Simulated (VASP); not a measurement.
Runs of VASP 6.6.1 on HfC. The structure is that of space group Fm-3m (No. 225), or close to it. The cells are those of the table. 

```csv
cell,gap on the mesh (eV),pressure (GPa)
"a = 3.373 Å, angles 60.0°, 2 atoms",none,-20.2
"a = 3.198 Å, angles 60.0°, 2 atoms",none,(a)
"a = 3.288 Å, angles 60.0°, 2 atoms",none,-5.1
"a = 3.331 Å, angles 60.0°, 2 atoms",none,(b)
"a = 3.415 Å, angles 60.0°, 2 atoms",none,-25.6
```

Alike in all rows: task single point; level PBE+D3(BJ); potentials or basis VASP PAW PBE potentials, release 64 (Hf_pv, C); no spin polarisation; k mesh 11 × 11 × 11; cutoff (eV) 520; smearing methfessel-paxton 0.1 eV.

Problem. Estimate the missing entries.

Solution. (a) 17.4; (b) -13.4.

Caveats: spin-orbit coupling is left out, which moves the levels of the heavy elements; pairwise dispersion overbinds metals, which lowers pressure and volume.

A k mesh can miss the band edges, and the runs leave out spin-orbit coupling on Hf.

A gap of «none» marks levels without a gap at the run's occupations.
